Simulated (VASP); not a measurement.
# WS2: single point with LDA

WS2, a slab with vacuum:

```xyz
9
Lattice="3.1830 0.0000 0.0000 -1.5915 2.7565 0.0000 0.0000 0.0000 28.5322" Properties=species:S:1:pos:R:3 pbc="T T T"
W     1.5915    0.9188   12.3933
W     1.5915    0.9188   25.2662
W     0.0000    0.0000   18.8109
S     1.5915    0.9188   17.2513
S     0.0000    0.0000   10.8340
S     0.0000    0.0000   23.7059
S     1.5915    0.9188   20.3706
S     0.0000    0.0000   13.9531
S     0.0000    0.0000   26.8256
```

```json
{
  "Program": "VASP 6.6.1",
  "Task": "single point",
  "Functional": "LDA",
  "Potentials or basis": "VASP PAW LDA potentials, release 64 (W_sv, S)",
  "Cutoff": "520 eV",
  "k mesh": "10 × 10 × 1",
  "Occupations": "fermi-dirac, width 0.05 eV",
  "Spin": "no spin polarisation"
}
```

- Largest force: 0.355 eV/Å
- Band gap on the k mesh: 1.40 eV (least direct gap 2.10 eV)

Forces on the atoms (eV/Å):
```
W    0.000  0.000 -0.004
W    0.000  0.000 -0.005
W    0.000  0.000  0.004
S    0.000  0.000  0.267
S    0.000  0.000  0.353
S    0.000  0.000  0.277
S    0.000  0.000 -0.269
S    0.000  0.000 -0.269
S    0.000  0.000 -0.355
```

Levels at points of the mesh, in eV from the valence-band top:
```
           k point  band 36  band 37  band 38  band 39  band 40  band 41  band 42  band 43
(0.00, 0.00, 0.00)    -1.89    -0.73    -0.31     0.00     2.43     2.43     2.43     2.43
(0.50, 0.00, 0.00)    -1.66    -1.39    -1.35    -1.32     2.34     2.36     2.36     2.75
```

Wall time 2.8 min on 1 thread of Intel(R) Xeon(R) 6975P-C (Granite Rapids), with other jobs on the host, peak memory 0.35 GiB.

Caveat: spin-orbit coupling is left out, which moves the levels of the heavy elements.
